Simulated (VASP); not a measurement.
# TiMoSe4 (P-6m2) in VASP: a series of runs

The runs below take TiMoSe4 through relaxation of cell and atoms, with PBE.

All numbers are computed with VASP 6.6.1; they aren't measurements. Logs are shortened: lines on timing, memory, paths and dates and some standing lists are left out, and cuts for length are marked.

## (1) The cell of the first run

It takes space group P-6m2 (No. 187, hexagonal). The conventional cell has a = 3.409 Å, b = 3.409 Å, c = 14.352 Å, α = 90.00°, β = 90.00°, γ = 120.00°. Within 3.5 Å of Ti (site symmetry -6m2) lie 6 Se at 2.56 Å and 6 Ti at 3.41 Å. Mo (site symmetry -6m2) has 6 Se at 2.56 Å and 6 Mo at 3.41 Å within 3.5 Å. Within 3.5 Å of Se (site symmetry 3m) lie 3 Ti at 2.56 Å and 7 Se at 3.26 to 3.41 Å. Within 3.5 Å of Se (site symmetry 3m) lie 3 Mo at 2.56 Å and 7 Se at 3.28 to 3.41 Å.

The cell was generated, and may not be a known phase.

## (2) Relaxation of cell and atoms, PBE

INCAR reads:

```
SYSTEM = TiMoSe4
PREC = Accurate
ENCUT = 600
EDIFF = 1E-6
ISMEAR = 0
SIGMA = 0.1
LREAL = .FALSE.
LASPH = .TRUE.
NELM = 100
ALGO = Normal
ISIF = 3
LWAVE = .FALSE.
LCHARG = .FALSE.
GGA = PE
IBRION = 2
NSW = 100
EDIFFG = -0.01
```

KPOINTS reads:

```
regular mesh
0
G
  12 12 2
  0 0 0
```

POSCAR reads:

```
TiMoSe4
1.0
    3.4093668315      0.0000000000      0.0000000000
   -1.7046834158      2.9525982869      0.0000000000
    0.0000000000      0.0000000000     14.3516587681
Ti Mo Se
1 1 4
Direct
    0.0000000000      0.0000000000      0.5000000000
    0.6666666667      0.3333333333      0.0000000000
    0.6666666667      0.3333333333      0.6135864382
    0.0000000000      0.0000000000      0.8858126395
    0.0000000000      0.0000000000      0.1141873605
    0.6666666667      0.3333333333      0.3864135618
```

Potentials or basis: VASP PAW PBE potentials, release 64 (Ti_sv, Mo_sv, Se).

Run with:

```sh
$ cat potpaw_PBE.64/Ti_sv/POTCAR potpaw_PBE.64/Mo_sv/POTCAR potpaw_PBE.64/Se/POTCAR > POTCAR
$ mpirun -np 1 vasp_std > vasp.out
```

OUTCAR:

```text
SYSTEM = TiMoSe4
   PREC = Accurate
   ENCUT = 600
   EDIFF = 1E-6
   ISMEAR = 0
   LREAL = .FALSE.
   LASPH = .TRUE.
   NELM = 100
   ISIF = 3
   GGA = PE
   IBRION = 2
   NSW = 100
   EDIFFG = -0.01

 ion  position               nearest neighbor table
   1  0.000  0.000  0.500-   3 2.56   6 2.56   3 2.56   6 2.56   3 2.56   6 2.56
   2  0.667  0.333  0.000-   4 2.56   5 2.56   4 2.56   5 2.56   4 2.56   5 2.56
   3  0.667  0.333  0.614-   1 2.56   1 2.56   1 2.56
   4  0.000  0.000  0.886-   2 2.56   2 2.56   2 2.56
   5  0.000  0.000  0.114-   2 2.56   2 2.56   2 2.56
   6  0.667  0.333  0.386-   1 2.56   1 2.56   1 2.56

  LATTYP: Found a hexagonal cell.
 ALAT       =     3.4093668315
 C/A-ratio  =     4.2094792017

  Lattice vectors:

 A1 = (   3.4093668315,   0.0000000000,   0.0000000000)
 A2 = (  -1.7046834158,   2.9525982869,   0.0000000000)
 A3 = (   0.0000000000,   0.0000000000,  14.3516587681)

Analysis of symmetry for initial positions (statically):
=====================================================================
 Subroutine PRICEL returns:
 Original cell was already a primitive cell.

 Routine SETGRP: Setting up the symmetry group for a
 hexagonal supercell.

 Subroutine GETGRP returns: Found 12 space group operations
 (whereof 12 operations were pure point group operations)
 out of a pool of 24 trial point group operations.

The static configuration has the point symmetry D_3h.

Analysis of symmetry for dynamics (positions and initial velocities):
=====================================================================
 Subroutine PRICEL returns:
 Original cell was already a primitive cell.

 Routine SETGRP: Setting up the symmetry group for a
 hexagonal supercell.

 Subroutine GETGRP returns: Found 12 space group operations
 (whereof 12 operations were pure point group operations)
 out of a pool of 24 trial point group operations.

The dynamic configuration has the point symmetry D_3h.

 Subroutine INISYM returns: Found 12 space group operations
 (whereof 12 operations are pure point group operations),
 and found     1 'primitive' translations

----------------------------------------------------------------------------------------

                                     Primitive cell

  volume of cell :     144.4708

  direct lattice vectors                    reciprocal lattice vectors
     3.409366831  0.000000000  0.000000000     0.293309594  0.169342373  0.000000000
    -1.704683416  2.952598287  0.000000000     0.000000000  0.338684746  0.000000000
     0.000000000  0.000000000 14.351658768     0.000000000  0.000000000  0.069678357

  length of vectors
     3.409366831  3.409366832 14.351658768     0.338684746  0.338684746  0.069678357

  position of ions in fractional coordinates (direct lattice)
     0.000000000  0.000000000  0.500000000
     0.666666667  0.333333333  0.000000000
     0.666666667  0.333333333  0.613586438
     0.000000000  0.000000000  0.885812640
     0.000000000  0.000000000  0.114187360
     0.666666667  0.333333333  0.386413562

  ion indices of the primitive-cell ions
   primitive index   ion index
                 1           1
                 2           2
                 3           3
                 4           4
                 5           5
                 6           6

----------------------------------------------------------------------------------------

 KPOINTS: regular mesh

Automatic generation of k-mesh.
 Grid dimensions read from file:
 generate k-points for:   12   12    2

 Generating k-lattice:

  Cartesian coordinates                     Fractional coordinates (reciprocal lattice)
     0.024442466  0.014111864  0.000000000     0.083333333  0.000000000  0.000000000
     0.000000000  0.028223729  0.000000000     0.000000000  0.083333333  0.000000000
     0.000000000  0.000000000  0.034839178     0.000000000  0.000000000  0.500000000

  Length of vectors
     0.028223729  0.028223729  0.034839178

  Shift w.r.t. Gamma in fractional coordinates (k-lattice)
     0.000000000  0.000000000  0.000000000

 Subroutine IBZKPT returns following result:
 ===========================================

 Found     38 irreducible k-points:

 Following reciprocal coordinates:
            Coordinates               Weight
  0.000000  0.000000  0.000000      1.000000
  0.083333 -0.000000  0.000000      6.000000
  0.166667  0.000000  0.000000      6.000000
  0.250000  0.000000  0.000000      6.000000
  0.333333  0.000000  0.000000      6.000000
  0.416667  0.000000  0.000000      6.000000
[... 16 lines left out ...]
  0.250000  0.000000  0.500000      6.000000
  0.333333  0.000000  0.500000      6.000000
 [... further k-points ...]
   k-points           NKPTS =     38   k-points in BZ     NKDIM =     38   number of bands    NBANDS=     30
   number of dos      NEDOS =    301   number of ions     NIONS =      6
   total plane-waves  NPLWV =  94080
   dimension x,y,z NGX =    28 NGY =   28 NGZ =  120
   dimension x,y,z NGXF=    56 NGYF=   56 NGZF=  240
   ions per type =               1   1   4
   NGX,Y,Z   is equivalent  to a cutoff of  13.65, 13.65, 13.90 a.u.
   NGXF,Y,Z  is equivalent  to a cutoff of  27.31, 27.31, 27.80 a.u.
 SYSTEM =  TiMoSe4
   PREC   = accura    normal or accurate (medium, high low for compatibility)
   ISTART =      0    job   : 0-new  1-cont  2-samecut
   ICHARG =      2    charge: 1-file 2-atom 10-const
   ISPIN  =      1    spin polarized calculation?
   LNONCOLLINEAR =      F non collinear calculations
   LSORBIT =      F    spin-orbit coupling
   LASPH  =      T    aspherical Exc in radial PAW
   ENCUT  =  600.0 eV  44.10 Ry    6.64 a.u.   6.81  6.81 28.66*2*pi/ulx,y,z
   NELM   =    100;   NELMIN=  2; NELMDL= -5     # of ELM steps
   EDIFF  = 0.1E-05   stopping-criterion for ELM
   LREAL  =      F    real-space projection
   EDIFFG = -.1E-01   stopping-criterion for IOM
   NSW    =    100    number of steps for IOM
   IBRION =      2    ionic relax: 0-MD 1-quasi-New 2-CG
   NFREE  =      1    steps in history (QN), initial steepest desc. (CG)
   ISIF   =      3    stress and relaxation
   ISYM   =      2    0-nonsym 1-usesym 2-fastsym
   POTIM  = 0.5000    time-step for ionic-motion
   TEBEG  =    0.0;   TEEND  =   0.0 temperature during run
   PSTRESS=    0.0 pullay stress
   NELECT =      50.0000    total number of electrons
   NUPDOWN=      -1.0000    fix difference up-down
   EMIN   =  10.00;   EMAX   =-10.00  energy-range for DOS
   EFERMI =   0.00;   METHOD = LEGACY
   ISMEAR =     0;   SIGMA  =   0.10  broadening in eV -4-tet -1-fermi 0-gaus
   EFERMI_NEDOS =   21; number of points for ismear=-14 and -15
   IALGO  =     38    algorithm
   IMIX   =      4    mixing-type and parameters
     AMIX     =   0.40;   BMIX     =  1.00
     AMIX_MAG =   1.60;   BMIX_MAG =  1.00
  volume/ion in A,a.u.               =      24.08       162.49
  Fermi-wavevector in a.u.,A,eV,Ry     =   1.149401  2.172052 17.974954  1.321122
  Thomas-Fermi vector in A             =   2.286070
   LORBIT       =      0    0 simple, 1 ext, 2 COOP (PROOUT), +10 PAW based schemes
   GGA     = PE    functional components
   LHFCALC =     F    Hartree Fock is set to
   AEXX    =    0.0000 exact exchange contribution
   IVDW    =     0    specifies the selected vdW correction
   LEPSILON=     F    determine dielectric tensor
   LRPA    =     F    only Hartree local field effects (RPA)
 conjugate gradient relaxation of ions
 non-spin polarized calculation
 Gauss-broadening in eV      SIGMA  =   0.10
  energy-cutoff  :      600.00
  volume of cell :      144.47
 maximum number of plane-waves:      4852
 NGX is ok and might be reduce to    28
   NGX = 13   NGY = 13   NGZ = 57

--------------------------------------- Ionic step        1  -------------------------------------------

 number of electron      50.0000001 magnetization

 Free energy of the ion-electron system (eV)
  ---------------------------------------------------
  ext. energy  EPLUGINS =         0.00000000
  ---------------------------------------------------
  free energy    TOTEN  =       -37.75490180 eV

  energy without entropy =      -37.75084493  energy(sigma->0) =      -37.75287336

------------------------ aborting loop because EDIFF is reached ----------------------------------------

  FORCE on cell =-STRESS in cart. coord.  units (eV):
  Direction    XX          YY          ZZ          XY          YZ          ZX
  --------------------------------------------------------------------------------------
  -------------------------------------------------------------------------------------
  Total       -0.0970490     -0.0970490      0.5507933      0.0000000     -0.0000000      0.0000000
  in kB       -1.0762707     -1.0762707      6.1082819      0.0000000     -0.0000000      0.0000000
  external PRESSURE =       1.3185801 kB  Pullay stress =       0.0000000 kB
[... 305 lines left out ...]
  energy  without entropy=      -37.7531592102  energy(sigma->0) =      -37.75512797

--------------------------------------- Ionic step        9  -------------------------------------------

 number of electron      50.0000001 magnetization

 Free energy of the ion-electron system (eV)
  ---------------------------------------------------
  ext. energy  EPLUGINS =         0.00000000
  ---------------------------------------------------
  free energy    TOTEN  =       -37.75711374 eV

  energy without entropy =      -37.75318929  energy(sigma->0) =      -37.75515152

 E-fermi :   3.9122     XC(G=0):  -9.4296

 val. band max:        3.8862457591   @ k =   0.0833  -0.0000   0.5000
 cond. band min:       3.9521793139   @ k =   0.0000   0.0000   0.5000
 fundamental gap:      0.0659335547
 Fermi energy:         3.9122232130

 k-point     1 :       0.0000    0.0000    0.0000
  band No.  band energies     occupation
      1     -57.0980      2.00000
      2     -53.2153      2.00000
      3     -31.1980      2.00000
      4     -31.1064      2.00000
      5     -31.1064      2.00000
      6     -29.4601      2.00000
[... 781 lines left out ...]
     29       6.0611      0.00000
     30       6.1591      0.00000

 [... further k-points ...]

------------------------ aborting loop because EDIFF is reached ----------------------------------------

  FORCE on cell =-STRESS in cart. coord.  units (eV):
  Direction    XX          YY          ZZ          XY          YZ          ZX
  --------------------------------------------------------------------------------------
  -------------------------------------------------------------------------------------
  Total        0.0125987      0.0125987     -0.0148255     -0.0000000      0.0000000      0.0000000
  in kB        0.1398355      0.1398355     -0.1645515     -0.0000000      0.0000000      0.0000000
  external PRESSURE =       0.0383732 kB  Pullay stress =       0.0000000 kB
[... 21 lines left out ...]
  FREE ENERGIE OF THE ION-ELECTRON SYSTEM (eV)
  ---------------------------------------------------
  free  energy   TOTEN  =       -37.7571137373 eV

  energy  without entropy=      -37.7531892939  energy(sigma->0) =      -37.75515152

 reached required accuracy - stopping structural energy minimisation
```

It took 28 min on 1 thread of Oxide Virtual Turin-like, shared host; peak memory 0.42 GiB.

Results:

- Free energy: -37.7571 eV
- Relaxed volume: 24.06 Å³/atom
- Relaxed cell: a = 3.403 Å, b = 3.403 Å, c = 14.394 Å, α = 90.00°, β = 90.00°, γ = 120.00°
- Space group after relaxing (to 0.1 Å): P-6m2 (No. 187)
- Energy gained by relaxing: 0.4 meV/atom
- Ionic steps: 9
- Pressure after relaxing: 0.0 GPa
- Largest force after relaxing: 0.007 eV/Å
- Band gap on the k mesh: 0.03 eV (least direct gap 0.67 eV)

Forces in eV/Å, atoms in the order of the input:
```
Ti   0.000  0.000  0.000
Mo   0.000  0.000  0.000
Se   0.000  0.000  0.007
Se   0.000  0.000  0.000
Se   0.000  0.000  0.000
Se   0.000  0.000 -0.007
```

Step by step:
```csv
step,energy change (eV),largest force (eV/Å),pressure (GPa),volume (Å³)
1,0.0000,0.1549,0.13,144.47
2,-0.0013,0.0927,-0.38,144.88
3,-0.0017,0.0558,-0.22,144.75
4,-0.0021,0.0094,0.08,144.20
5,-0.0022,0.0103,0.03,144.33
6,-0.0022,0.0110,0.00,144.36
7,-0.0022,0.0117,-0.02,144.35
8,-0.0022,0.0105,0.00,144.34
9,-0.0022,0.0074,0.00,144.35
```

Final structure:
```
CELL_PARAMETERS angstrom
3.40294 0.00000 0.00000
-1.70147 2.94703 0.00000
0.00000 0.00000 14.39387
ATOMIC_POSITIONS crystal
Ti 0.00000 0.00000 0.50000
Mo 0.66667 0.33333 0.00000
Se 0.66667 0.33333 0.61414
Se 0.00000 0.00000 0.88589
Se 0.00000 0.00000 0.11411
Se 0.66667 0.33333 0.38586
```

Levels at points of the mesh, in eV from the valence-band top:
```
           k point  band 22  band 23  band 24  band 25  band 26  band 27  band 28  band 29
(0.00, 0.00, 0.00)    -0.87    -0.33    -0.33    -0.17     0.95     2.49     2.49     2.77
(0.50, 0.00, 0.00)    -1.15    -1.02    -0.76    -0.62     0.05     1.50     1.92     2.00
(0.00, 0.00, 0.50)    -1.19    -0.33    -0.33     0.00     0.95     2.49     2.49     2.77
(0.50, 0.00, 0.50)    -1.15    -1.01    -0.76    -0.62     0.05     1.50     1.93     2.00
```

Caveat: the smearing spreads over this small gap; semilocal functionals underestimate gaps, and a narrow one can read as zero; this functional lacks dispersion, which binds layers or chains, so the pressure and a relaxed spacing across them are unreliable. A k mesh can miss the band edges.

## (3) Relaxation of cell and atoms, PBE

Changes to INCAR since step 2:

```diff
@@ -8,3 +8,3 @@
 LASPH = .TRUE.
-NELM = 100
+NELM = 80
 ALGO = Normal
```

KPOINTS is that of step 2.

POSCAR reads:

```
TiMoSe4
1.0
    3.4110712490      0.0000000000      0.0000000000
   -1.7055356245      2.9540743557      0.0000000000
    0.0000000000      0.0000000000     14.3619557362
Ti Mo Se
1 1 4
Direct
    0.6666666667      0.3333333333      0.5000000000
    0.6666666667      0.3333333333      0.0000000000
    0.3333333333      0.6666666667      0.6133775183
    0.0000000000      0.0000000000      0.8859246232
    0.0000000000      0.0000000000      0.1140753768
    0.3333333333      0.6666666667      0.3866224817
```

Potentials or basis: VASP PAW PBE potentials, release 64 (Ti_sv, Mo_sv, Se).

Run with:

```sh
$ cat potpaw_PBE.64/Ti_sv/POTCAR potpaw_PBE.64/Mo_sv/POTCAR potpaw_PBE.64/Se/POTCAR > POTCAR
$ mpirun -np 1 vasp_std > vasp.out
```

Wall time 20 min (1 thread of Oxide Virtual Turin-like, shared host); peak memory 0.42 GiB.

The run converged. Its results:

- Free energy: -37.7552 eV
- Relaxed volume: 24.09 Å³/atom
- Relaxed cell: a = 3.403 Å, b = 3.403 Å, c = 14.414 Å, α = 90.00°, β = 90.00°, γ = 120.00°
- Space group after relaxing (to 0.1 Å): P-6m2 (No. 187)
- Energy gained by relaxing: 0.5 meV/atom
- Ionic steps: 5
- Pressure after relaxing: 0.0 GPa
- Largest force after relaxing: 0.010 eV/Å
- Band gap on the k mesh: 0.04 eV (least direct gap 0.67 eV)

Forces on the atoms (eV/Å):
```
Ti   0.000  0.000  0.000
Mo   0.000  0.000  0.000
Se   0.000  0.000  0.010
Se   0.000  0.000  0.010
Se   0.000  0.000 -0.010
Se   0.000  0.000 -0.010
```

Step by step:
| step | energy change (eV) | largest force (eV/Å) | pressure (GPa) | volume (Å³) |
| --- | --- | --- | --- | --- |
| 1 | 0.0000 | 0.1734 | 0.13 | 144.72 |
| 2 | -0.0019 | 0.1023 | -0.40 | 145.12 |
| 3 | -0.0022 | 0.0676 | -0.26 | 145.01 |
| 4 | -0.0028 | 0.0135 | 0.12 | 144.35 |
| 5 | -0.0029 | 0.0098 | 0.03 | 144.53 |

Final structure:
```yaml
crystal:
  lattice:
    - [3.40267, 0.00000, 0.00000]
    - [-1.70134, 2.94680, 0.00000]
    - [0.00000, 0.00000, 14.41431]
  atoms:
    - { symbol: Ti, position: [0.66667, 0.33333, 0.50000] }
    - { symbol: Mo, position: [0.66667, 0.33333, 0.00000] }
    - { symbol: Se, position: [0.33333, 0.66667, 0.61397] }
    - { symbol: Se, position: [0.00000, 0.00000, 0.88602] }
    - { symbol: Se, position: [0.00000, 0.00000, 0.11398] }
    - { symbol: Se, position: [0.33333, 0.66667, 0.38603] }
```

Levels at points of the mesh, in eV from the valence-band top:
| k point | band 21 | band 22 | band 23 | band 24 | band 25 | band 26 | band 27 | band 28 | band 29 | band 30 |
| --- | --- | --- | --- | --- | --- | --- | --- | --- | --- | --- |
| (0.00, 0.00, 0.00) | -1.18 | -0.88 | -0.32 | -0.32 | -0.17 | 0.96 | 2.50 | 2.50 | 2.77 | 2.77 |
| (0.50, 0.00, 0.00) | -1.77 | -1.08 | -1.01 | -0.76 | -0.62 | 0.06 | 1.50 | 1.93 | 2.01 | 2.36 |
| (0.00, 0.00, 0.50) | -1.18 | -1.18 | -0.32 | -0.32 | 0.00 | 0.96 | 2.50 | 2.50 | 2.77 | 2.77 |
| (0.50, 0.00, 0.50) | -1.77 | -1.18 | -1.01 | -0.72 | -0.62 | 0.06 | 1.50 | 1.93 | 2.01 | 2.36 |

Caveat: the smearing spreads over this small gap; semilocal functionals underestimate gaps, and a narrow one can read as zero; this functional lacks dispersion, which binds layers or chains, so the pressure and a relaxed spacing across them are unreliable. A k mesh can miss the band edges.

The gap in the log of VASP goes by the Fermi energy; the results here count the filled bands.